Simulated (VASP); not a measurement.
# B8HN8 (a cell with a defect) in VASP: single point with PBE

Aim: the single point of B8HN8 (a cell with a defect) with PBE.

Program: VASP 6.6.1. These are calculated values, not measurements. Logs are shortened: lines on timing, memory, paths and dates and some standing lists are left out, and cuts for length are marked.

### Step 1. The cell of the first run

The cell holds a defect, 17 atoms: a = 5.112 Å, b = 5.112 Å, c = 5.112 Å, α = 60.00°, β = 60.00°, γ = 60.00°.

### Step 2. Single point, PBE

File INCAR:

```
PREC     = Accurate       # precision mode
ENCUT    = 520            # plane-wave cutoff, eV
EDIFF    = 1E-6           # SCF threshold, eV
ISMEAR   = 0              # smearing method
SIGMA    = 0.02           # smearing width, eV
LREAL    = F              # projectors in reciprocal space
LASPH    = T              # aspherical terms in the spheres
NELM     = 120            # most SCF steps
ALGO     = Normal         # electronic algorithm
ISIF     = 2              # what is computed and relaxed
LWAVE    = F              # write WAVECAR
LCHARG   = F              # write CHGCAR
GGA      = PE             # functional
NELECT   = 64.0         
NBANDS   = 46             # bands
GGA_COMPAT= F
```

File KPOINTS:

```
Automatic mesh
0
Gamma
  2 2 2
```

File POSCAR:

```
B8HN8
1.0
    0.0000000000      3.6150000000      3.6150000000
    3.6150000000      0.0000000000      3.6150000000
    3.6150000000      3.6150000000      0.0000000000
B N H
8 8 1
Direct
    0.0000000000      0.0000000000      0.0000000000
    0.0000000000      0.0000000000      0.5000000000
    0.0000000000      0.5000000000      0.0000000000
    0.0000000000      0.5000000000      0.5000000000
    0.5000000000      0.0000000000      0.0000000000
    0.5000000000      0.0000000000      0.5000000000
    0.5000000000      0.5000000000      0.0000000000
    0.5000000000      0.5000000000      0.5000000000
    0.1250000000      0.1250000000      0.1250000000
    0.1250000000      0.1250000000      0.6250000000
    0.1250000000      0.6250000000      0.1250000000
    0.1250000000      0.6250000000      0.6250000000
    0.6250000000      0.1250000000      0.1250000000
    0.6250000000      0.1250000000      0.6250000000
    0.6250000000      0.6250000000      0.1250000000
    0.6250000000      0.6250000000      0.6250000000
    0.2500000000      0.2500000000      0.2500000000
```

Potentials or basis: VASP PAW PBE potentials, release 64 (B, N, H).

Started as:

```bash
cat potpaw_PBE.64/B/POTCAR potpaw_PBE.64/N/POTCAR potpaw_PBE.64/H/POTCAR > POTCAR
mpirun -np 1 vasp_std > vasp.out
```

OUTCAR:

```text
PREC = Accurate
   ENCUT = 520
   EDIFF = 1E-6
   ISMEAR = 0
   LREAL = F
   LASPH = T
   NELM = 120
   ISIF = 2
   GGA = PE
   NELECT = 64.0

 ion  position               nearest neighbor table
   1  0.000  0.000  0.000-   9 1.57  10 1.57  11 1.57  13 1.57
   2  0.000  0.000  0.500-   9 1.57  10 1.57  12 1.57  14 1.57
   3  0.000  0.500  0.000-   9 1.57  11 1.57  12 1.57  15 1.57
   4  0.000  0.500  0.500-  10 1.57  11 1.57  12 1.57  16 1.57
   5  0.500  0.000  0.000-   9 1.57  13 1.57  14 1.57  15 1.57
   6  0.500  0.000  0.500-  10 1.57  13 1.57  14 1.57  16 1.57
[... 8 lines left out ...]
  15  0.625  0.625  0.125-   3 1.57   5 1.57   7 1.57   8 1.57
  16  0.625  0.625  0.625-   4 1.57   6 1.57   7 1.57   8 1.57
  17  0.250  0.250  0.250-

  LATTYP: Found a face centered cubic cell.
 ALAT       =     7.2300000000

  Lattice vectors:

 A1 = (   0.0000000000,   3.6150000000,   3.6150000000)
 A2 = (   3.6150000000,   0.0000000000,   3.6150000000)
 A3 = (   3.6150000000,   3.6150000000,   0.0000000000)

Analysis of symmetry for initial positions (statically):
=====================================================================
 Subroutine PRICEL returns:
 Original cell was already a primitive cell.

 Routine SETGRP: Setting up the symmetry group for a
 face centered cubic supercell.

 Subroutine GETGRP returns: Found 24 space group operations
 (whereof 24 operations were pure point group operations)
 out of a pool of 48 trial point group operations.

The static configuration has the point symmetry T_d .

Analysis of symmetry for dynamics (positions and initial velocities):
=====================================================================
 Subroutine PRICEL returns:
 Original cell was already a primitive cell.

 Routine SETGRP: Setting up the symmetry group for a
 face centered cubic supercell.

 Subroutine GETGRP returns: Found 24 space group operations
 (whereof 24 operations were pure point group operations)
 out of a pool of 48 trial point group operations.

The dynamic configuration has the point symmetry T_d .

 Subroutine INISYM returns: Found 24 space group operations
 (whereof 24 operations are pure point group operations),
 and found     1 'primitive' translations

----------------------------------------------------------------------------------------

                                     Primitive cell

  volume of cell :      94.4833

  direct lattice vectors                    reciprocal lattice vectors
     0.000000000  3.615000000  3.615000000    -0.138312586  0.138312586  0.138312586
     3.615000000  0.000000000  3.615000000     0.138312586 -0.138312586  0.138312586
     3.615000000  3.615000000  0.000000000     0.138312586  0.138312586 -0.138312586

  length of vectors
     5.112382028  5.112382028  5.112382028     0.239564427  0.239564427  0.239564427

  position of ions in fractional coordinates (direct lattice)
     0.000000000  0.000000000  0.000000000
     0.000000000  0.000000000  0.500000000
     0.000000000  0.500000000  0.000000000
     0.000000000  0.500000000  0.500000000
     0.500000000  0.000000000  0.000000000
     0.500000000  0.000000000  0.500000000
[... 9 lines left out ...]
     0.625000000  0.625000000  0.625000000
     0.250000000  0.250000000  0.250000000

  ion indices of the primitive-cell ions
   primitive index   ion index
                 1           1
                 2           2
                 3           3
                 4           4
                 5           5
                 6           6
[... 9 lines left out ...]
                16          16
                17          17

----------------------------------------------------------------------------------------

 KPOINTS: Automatic mesh

Automatic generation of k-mesh.
 Grid dimensions read from file:
 generate k-points for:    2    2    2

 Generating k-lattice:

  Cartesian coordinates                     Fractional coordinates (reciprocal lattice)
    -0.069156293  0.069156293  0.069156293     0.500000000  0.000000000  0.000000000
     0.069156293 -0.069156293  0.069156293     0.000000000  0.500000000  0.000000000
     0.069156293  0.069156293 -0.069156293     0.000000000  0.000000000  0.500000000

  Length of vectors
     0.119782214  0.119782214  0.119782214

  Shift w.r.t. Gamma in fractional coordinates (k-lattice)
     0.000000000  0.000000000  0.000000000

 Subroutine IBZKPT returns following result:
 ===========================================

 Found      3 irreducible k-points:

 Following reciprocal coordinates:
            Coordinates               Weight
  0.000000  0.000000  0.000000      1.000000
  0.500000  0.000000  0.000000      4.000000
  0.500000  0.500000  0.000000      3.000000
   k-points           NKPTS =      3   k-points in BZ     NKDIM =      3   number of bands    NBANDS=     46
   number of dos      NEDOS =    301   number of ions     NIONS =     17
   total plane-waves  NPLWV =  64000
   dimension x,y,z NGX =    40 NGY =   40 NGZ =   40
   dimension x,y,z NGXF=    80 NGYF=   80 NGZF=   80
   ions per type =               8   8   1
   NGX,Y,Z   is equivalent  to a cutoff of  13.01, 13.01, 13.01 a.u.
   NGXF,Y,Z  is equivalent  to a cutoff of  26.01, 26.01, 26.01 a.u.
 SYSTEM =  unknown system
   PREC   = accura    normal or accurate (medium, high low for compatibility)
   ISTART =      0    job   : 0-new  1-cont  2-samecut
   ICHARG =      2    charge: 1-file 2-atom 10-const
   ISPIN  =      1    spin polarized calculation?
   LNONCOLLINEAR =      F non collinear calculations
   LSORBIT =      F    spin-orbit coupling
   LASPH  =      T    aspherical Exc in radial PAW
   ENCUT  =  520.0 eV  38.22 Ry    6.18 a.u.   9.51  9.51  9.51*2*pi/ulx,y,z
   NELM   =    120;   NELMIN=  2; NELMDL= -5     # of ELM steps
   EDIFF  = 0.1E-05   stopping-criterion for ELM
   LREAL  =      F    real-space projection
[... 7 lines left out ...]
   TEBEG  =    0.0;   TEEND  =   0.0 temperature during run
   PSTRESS=    0.0 pullay stress
   NELECT =      64.0000    total number of electrons
   NUPDOWN=      -1.0000    fix difference up-down
   EMIN   =  10.00;   EMAX   =-10.00  energy-range for DOS
   EFERMI =   0.00;   METHOD = LEGACY
   ISMEAR =     0;   SIGMA  =   0.02  broadening in eV -4-tet -1-fermi 0-gaus
   EFERMI_NEDOS =   21; number of points for ismear=-14 and -15
   IALGO  =     38    algorithm
   IMIX   =      4    mixing-type and parameters
     AMIX     =   0.40;   BMIX     =  1.00
     AMIX_MAG =   1.60;   BMIX_MAG =  1.00
  volume/ion in A,a.u.               =       5.56        37.51
  Fermi-wavevector in a.u.,A,eV,Ry     =   1.437749  2.716952 28.124920  2.067123
  Thomas-Fermi vector in A             =   2.556793
   LORBIT       =      0    0 simple, 1 ext, 2 COOP (PROOUT), +10 PAW based schemes
   GGA     = PE    functional components
   LHFCALC =     F    Hartree Fock is set to
   AEXX    =    0.0000 exact exchange contribution
   IVDW    =     0    specifies the selected vdW correction
   LEPSILON=     F    determine dielectric tensor
   LRPA    =     F    only Hartree local field effects (RPA)
 non-spin polarized calculation
 Gauss-broadening in eV      SIGMA  =   0.02
  energy-cutoff  :      520.00
  volume of cell :       94.48
 maximum number of plane-waves:      2637
 NGX is ok and might be reduce to    40
   NGX = 19   NGY = 19   NGZ = 19

 number of electron      63.9999992 magnetization

 Free energy of the ion-electron system (eV)
  ---------------------------------------------------
  ext. energy  EPLUGINS =         0.00000000
  ---------------------------------------------------
  free energy    TOTEN  =      -147.13949410 eV

  energy without entropy =     -147.13949410  energy(sigma->0) =     -147.13949410

 E-fermi :   7.7527     XC(G=0): -12.8386

 val. band max:        7.6545773604   @ k =   0.0000   0.0000   0.0000
 cond. band min:      10.3938562668   @ k =   0.0000   0.0000   0.0000
 fundamental gap:      2.7392789064
 Fermi energy:         7.7526961069

 k-point     1 :       0.0000    0.0000    0.0000
  band No.  band energies     occupation
      1     -13.0910      2.00000
      2      -8.8584      2.00000
      3      -8.6400      2.00000
      4      -8.6400      2.00000
      5      -8.6400      2.00000
      6      -6.9428      2.00000
[... 36 lines left out ...]
     43      17.7982      0.00000
     44      17.7982      0.00000

 k-point     2 :       0.5000    0.0000    0.0000
  band No.  band energies     occupation
      1     -12.0659      2.00000
      2     -11.0404      2.00000
      3      -8.5376      2.00000
      4      -8.5263      2.00000
      5      -8.5263      2.00000
      6      -7.7772      2.00000
[... 36 lines left out ...]
     43      17.7978      0.00000
     44      18.1051      0.00000

 k-point     3 :       0.5000    0.5000    0.0000
  band No.  band energies     occupation
      1     -11.6569      2.00000
      2     -10.7632      2.00000
      3      -9.1560      2.00000
      4      -9.1307      2.00000
      5      -9.1307      2.00000
      6      -8.8383      2.00000
[... 36 lines left out ...]
     43      19.2636      0.00000
     44      19.5791      0.00000
 [bands above 44 left out]

------------------------ aborting loop because EDIFF is reached ----------------------------------------

  FORCE on cell =-STRESS in cart. coord.  units (eV):
  Direction    XX          YY          ZZ          XY          YZ          ZX
  --------------------------------------------------------------------------------------
  -------------------------------------------------------------------------------------
  Total       -5.9701206     -5.9701206     -5.9701206      0.0000000      0.0000000      0.0000000
  in kB     -101.2368877   -101.2368877   -101.2368877      0.0000000      0.0000000      0.0000000
  external PRESSURE =    -101.2368877 kB  Pullay stress =       0.0000000 kB

 VOLUME and BASIS-vectors are now :
 -----------------------------------------------------------------------------
  energy-cutoff  :      520.00
  volume of cell :       94.48
      direct lattice vectors                 reciprocal lattice vectors
     0.000000000  3.615000000  3.615000000    -0.138312586  0.138312586  0.138312586
     3.615000000  0.000000000  3.615000000     0.138312586 -0.138312586  0.138312586
     3.615000000  3.615000000  0.000000000     0.138312586  0.138312586 -0.138312586

 POSITION                                       TOTAL-FORCE (eV/Angst)
 -----------------------------------------------------------------------------------
      0.00000      0.00000      0.00000         0.000000      0.000000      0.000000
      1.80750      1.80750      0.00000         0.000000      0.000000     -2.168221
      1.80750      0.00000      1.80750         0.000000     -2.168221      0.000000
      3.61500      1.80750      1.80750         2.168221      0.000000      0.000000
      0.00000      1.80750      1.80750        -2.168221      0.000000      0.000000
      1.80750      3.61500      1.80750         0.000000      2.168221      0.000000
[... 9 lines left out ...]
      4.51875      4.51875      4.51875        -0.055808     -0.055808     -0.055808
      1.80750      1.80750      1.80750         0.000000      0.000000      0.000000
 -----------------------------------------------------------------------------------
    total drift:                                0.000000      0.000000      0.000001

  FREE ENERGIE OF THE ION-ELECTRON SYSTEM (eV)
  ---------------------------------------------------
  free  energy   TOTEN  =      -147.1394941043 eV

  energy  without entropy=     -147.1394941043  energy(sigma->0) =     -147.13949410
```

Wall time 21 s (1 thread of AMD EPYC 7R43 (Zen 3), shared host); peak memory 0.19 GiB.

Results:

```
Free energy   : -147.1395 eV
Largest force : 2.168 eV/Å
```

Forces in eV/Å, atoms in the order of the input:
```
B    0.000  0.000  0.000
B    0.000  0.000 -2.168
B    0.000 -2.168  0.000
B    2.168  0.000  0.000
B   -2.168  0.000  0.000
B    0.000  2.168  0.000
B    0.000  0.000  2.168
B    0.000  0.000  0.000
N    0.402  0.402  0.402
N   -0.402 -0.402  0.402
N   -0.402  0.402 -0.402
N   -0.056  0.056  0.056
N    0.402 -0.402 -0.402
N    0.056 -0.056  0.056
N    0.056  0.056 -0.056
N   -0.056 -0.056 -0.056
H    0.000  0.000  0.000
```

Levels at points of the mesh, in eV from the Fermi level:
| k point | band 29 | band 30 | band 31 | band 32 | band 33 | band 34 | band 35 | band 36 |
| --- | --- | --- | --- | --- | --- | --- | --- | --- |
| (0.00, 0.00, 0.00) | -2.02 | -0.10 | -0.10 | -0.10 | 2.64 | 4.25 | 4.25 | 4.25 |
| (0.50, 0.00, 0.00) | -1.54 | -1.54 | -1.02 | -1.02 | 3.49 | 7.15 | 7.15 | 7.55 |
| (0.50, 0.50, 0.00) | -2.28 | -2.18 | -2.07 | -2.07 | 3.99 | 6.66 | 7.46 | 9.23 |

Caveat: the k points lie up to 0.75 Å⁻¹ apart; the cell carries a net charge on a neutralising background, which shifts energy and pressure; the cell is charged against a uniform background, so pressure and absolute levels hang on convention.
